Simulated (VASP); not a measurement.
# W (I4/mmm) in VASP: a series of runs, part 2 of 2

VASP 6.6.1. The steps go on from the part before.

## 3. Single point, PBE (strain -0.025 along x and y, +0.000 along z)

INCAR reads:

```
PREC = Accurate ; ENCUT = 520
EDIFF = 1E-7 ; ISMEAR = -1
SIGMA = 0.4 ; LREAL = False
LASPH = True ; NELM = 80
ALGO = Fast ; ISIF = 2
LWAVE = False ; LCHARG = False
GGA = PE ; NBANDS = 13
```

KPOINTS reads:

```
Automatic mesh
0
Gamma
  20 20 20
```

POSCAR reads:

```
W
1.0
   -1.5573675000      1.5573675000      1.5973000000
    1.5573675000     -1.5573675000      1.5973000000
    1.5573675000      1.5573675000     -1.5973000000
W
1
Direct
    0.0000000000      0.0000000000      0.0000000000
```

Potentials or basis: VASP PAW PBE potentials, release 64 (W_sv).

Launch:

```console
> cat potpaw_PBE.64/W_sv/POTCAR > POTCAR
> mpirun -np 1 vasp_std > vasp.out
```

Run time: 2.3 min. Hardware: 1 thread of Intel Xeon Platinum 8175M at 2.50GHz (Skylake/Cascade Lake), shared host; peak memory 0.23 GiB.

It converged, with:

- Free energy: -13.0549 eV
- Pressure: 15.2 GPa
- Band gap on the k mesh: zero (band 7 reaches 17.05 eV, above the bottom of band 8 at 10.71 eV)

Stress tensor (GPa, compression positive):
```
17.65  0.00  0.00
 0.00 17.65  0.00
 0.00  0.00 10.28
```

Levels at points of the mesh, in eV from the Fermi level:
| k point | band 5 | band 6 | band 7 | band 8 | band 9 | band 10 |
| --- | --- | --- | --- | --- | --- | --- |
| (0.00, 0.00, 0.00) | -9.69 | -1.29 | -1.29 | -0.95 | 2.16 | 2.62 |
| (0.50, 0.00, 0.00) | -6.35 | -3.48 | 0.77 | 2.10 | 3.30 | 6.42 |
| (0.50, 0.50, 0.00) | -6.35 | -3.83 | 0.97 | 2.62 | 3.48 | 6.50 |
| (0.50, 0.50, 0.50) | -5.98 | -5.90 | 5.35 | 5.46 | 5.46 | 8.05 |

Caveat: the cell differs from its parent crystal (strain -0.025 along x and y, +0.000 along z); spin-orbit coupling is left out, which moves the levels of the heavy elements.

## 4. Single point, PBE (strain +0.000 along x and y, -0.025 along z)

INCAR reads:

```
SYSTEM = W
PREC = Accurate
ENCUT = 520
EDIFF = 1E-6
ISMEAR = -1
SIGMA = 0.4
LREAL = .FALSE.
LASPH = .TRUE.
NELM = 100
ALGO = Normal
ISIF = 2
LWAVE = .FALSE.
LCHARG = .FALSE.
GGA = PE
NBANDS = 13
```

KPOINTS reads:

```
Automatic mesh
0
G
  20 20 20
  0 0 0
```

POSCAR reads:

```
W
1.0
   -1.5973000000      1.5973000000      1.5573675000
    1.5973000000     -1.5973000000      1.5573675000
    1.5973000000      1.5973000000     -1.5573675000
W
1
Direct
    0.0000000000      0.0000000000      0.0000000000
```

Potentials or basis: VASP PAW PBE potentials, release 64 (W_sv).

Launch:

```console
> cat potpaw_PBE.64/W_sv/POTCAR > POTCAR
> mpirun -np 1 vasp_std > vasp.out
```

OUTCAR:

```text
SYSTEM = W
   PREC = Accurate
   ENCUT = 520
   EDIFF = 1E-6
   ISMEAR = -1
   LREAL = .FALSE.
   LASPH = .TRUE.
   NELM = 100
   ISIF = 2
   GGA = PE

 ion  position               nearest neighbor table
   1  0.000  0.000  0.000-

  LATTYP: Found a body centered tetragonal cell.
 ALAT       =     3.1946000000
 C/A-ratio  =     0.9750000000

  Lattice vectors:

 A1 = (  -1.5973000000,   1.5973000000,   1.5573675000)
[... 553 lines left out ...]
      3     -26.6348      2.00000
      4     -26.3366      2.00000
      5       5.0630      2.00000
      6       8.3111      1.99894
      7       9.7563      1.96149
      8      13.4237      0.01057
      9      14.1347      0.00179
     10      14.7717      0.00037
     11      24.7307      0.00000
     12      26.2726      0.00000
     13      31.9341      0.00000

 [... further k-points ...]
[... 5 lines left out ...]
  --------------------------------------------------------------------------------------
  -------------------------------------------------------------------------------------
  Total        0.4134114      0.4134114      1.1308019      0.0000000     -0.0000000      0.0000000
  in kB       41.6743614     41.6743614    113.9916502      0.0000000     -0.0000000      0.0000000
  external PRESSURE =      65.7801243 kB  Pullay stress =       0.0000000 kB

 VOLUME and BASIS-vectors are now :
 -----------------------------------------------------------------------------
  energy-cutoff  :      520.00
  volume of cell :       15.89
      direct lattice vectors                 reciprocal lattice vectors
    -1.597300000  1.597300000  1.557367500     0.000000000  0.313028235  0.321054600
     1.597300000 -1.597300000  1.557367500     0.313028235  0.000000000  0.321054600
     1.597300000  1.597300000 -1.557367500     0.313028235  0.313028235  0.000000000

 POSITION                                       TOTAL-FORCE (eV/Angst)
 -----------------------------------------------------------------------------------
      0.00000      0.00000      0.00000        -0.000000     -0.000000     -0.000000
 -----------------------------------------------------------------------------------
    total drift:                                0.000000     -0.000000      0.000000

  FREE ENERGIE OF THE ION-ELECTRON SYSTEM (eV)
  ---------------------------------------------------
  free  energy   TOTEN  =       -13.0816806049 eV

  energy  without entropy=      -12.7695139471  energy(sigma->0) =      -12.92559728
```

OSZICAR:

```text
N       E                     dE             d eps       ncg     rms          rms(c)
DAV:   1     0.842077218390E+02    0.84208E+02   -0.74423E+03 16740   0.122E+03
DAV:   2    -0.120251414539E+02   -0.96233E+02   -0.92390E+02 18871   0.316E+02
DAV:   3    -0.136758838742E+02   -0.16507E+01   -0.16449E+01 18241   0.400E+01
DAV:   4    -0.136824220398E+02   -0.65382E-02   -0.65380E-02 18536   0.279E+00
DAV:   5    -0.136824759489E+02   -0.53909E-04   -0.53909E-04 18611   0.239E-01    0.207E+01
DAV:   6    -0.132081382510E+02    0.47434E+00   -0.39863E-01 17426   0.844E+00    0.835E+00
DAV:   7    -0.130855614656E+02    0.12258E+00   -0.20706E-01 18566   0.578E+00    0.584E-01
DAV:   8    -0.130816851789E+02    0.38763E-02   -0.42238E-03 16936   0.848E-01    0.654E-02
DAV:   9    -0.130816868563E+02   -0.16774E-05   -0.75209E-05 19414   0.108E-01    0.469E-02
DAV:  10    -0.130816801013E+02    0.67550E-05   -0.13992E-05 17861   0.522E-02    0.419E-03
DAV:  11    -0.130816806049E+02   -0.50365E-06   -0.23131E-07 11943   0.596E-03
   1 F= -.13081681E+02 E0= -.12925597E+02  d E =-.312167E+00
```

Wall time 1.8 min (1 thread of Intel Xeon Platinum 8175M at 2.50GHz (Skylake/Cascade Lake), shared host); peak memory 0.23 GiB.

What came out:

```yaml
Free_energy: -13.0817 eV
Pressure: 6.6 GPa
Band_gap_on_the_k_mesh: zero (band 7 reaches 16.54 eV, above the bottom of band 8 at 10.27 eV)
```

Caveat: the cell differs from its parent crystal (strain +0.000 along x and y, -0.025 along z); spin-orbit coupling is left out, which moves the levels of the heavy elements.

## 5. Single point, PBE (strain -0.025 along x and y, +0.025 along z)

INCAR reads:

```
ALGO = Normal ; EDIFF = 1E-7
ENCUT = 520 ; GGA = PE
ISIF = 2 ; ISMEAR = -1
LASPH = T ; LCHARG = T
LELF = T ; LREAL = F
LVHAR = T ; LWAVE = F
NBANDS = 13 ; NELM = 80
PREC = Accurate ; SIGMA = 0.4
```

KPOINTS reads:

```
k-points
0
Gamma
  20 20 20
```

POSCAR reads:

```
W
1.0
   -1.5573675000      1.5573675000      1.6372325000
    1.5573675000     -1.5573675000      1.6372325000
    1.5573675000      1.5573675000     -1.6372325000
W
1
Direct
    0.0000000000      0.0000000000      0.0000000000
```

Launch:

```console
> cat potpaw_PBE.64/W_sv/POTCAR > POTCAR
> mpirun -np 1 vasp_std > vasp.out
```

Run time: 2 min. Hardware: 1 thread of Intel Xeon Platinum 8175M at 2.50GHz (Skylake/Cascade Lake), shared host; peak memory 0.23 GiB.

Results (log left out):

```yaml
Free_energy: -13.0653 eV
Pressure: 7.1 GPa
Band_gap_on_the_k_mesh: zero (band 7 reaches 16.45 eV, above the bottom of band 8 at 10.50 eV)
```

Stress tensor (GPa, compression positive):
```
11.39  0.00  0.00
 0.00 11.39  0.00
 0.00  0.00 -1.43
```

Levels at points of the mesh, in eV from the Fermi level:
| k point | band 3 | band 4 | band 5 | band 6 | band 7 | band 8 | band 9 | band 10 | band 11 | band 12 |
| --- | --- | --- | --- | --- | --- | --- | --- | --- | --- | --- |
| (0.00, 0.00, 0.00) | -37.63 | -37.63 | -9.55 | -1.32 | -1.32 | -0.68 | 1.89 | 2.75 | 13.99 | 14.93 |
| (0.50, 0.00, 0.00) | -38.03 | -37.64 | -6.18 | -3.23 | 0.63 | 1.79 | 3.26 | 6.15 | 11.01 | 11.64 |
| (0.50, 0.50, 0.00) | -38.10 | -37.68 | -6.17 | -3.89 | 1.02 | 2.82 | 3.53 | 6.33 | 11.42 | 11.43 |
| (0.50, 0.50, 0.50) | -38.48 | -38.48 | -5.81 | -5.66 | 5.12 | 5.33 | 5.33 | 7.42 | 8.77 | 8.77 |

Caveat: the cell differs from its parent crystal (strain -0.025 along x and y, +0.025 along z); spin-orbit coupling is left out, which moves the levels of the heavy elements.

## 6. Overview

| cell | gap on the mesh (eV) | pressure (GPa) |
| --- | --- | --- |
| a = 2.721 Å, angles 108.1, 108.1, 112.2°, 1 atom | none | 15.8 |
| a = 2.721 Å, angles 110.2, 110.2, 108.1°, 1 atom | none | 15.2 |
| a = 2.744 Å, angles 108.8, 108.8, 110.8°, 1 atom | none | 6.6 |
| a = 2.744 Å, angles 110.8, 110.8, 106.7°, 1 atom | none | 7.1 |

Alike in all rows: task single point; level PBE; potentials or basis VASP PAW PBE potentials, release 64 (W_sv); no spin polarisation; k mesh 20 × 20 × 20; cutoff (eV) 520; smearing fermi-dirac 0.4 eV.

Caveats: spin-orbit coupling is left out, which moves the levels of the heavy elements.

Total energies depend on the potentials used, so only differences within one code and one set of settings carry meaning.
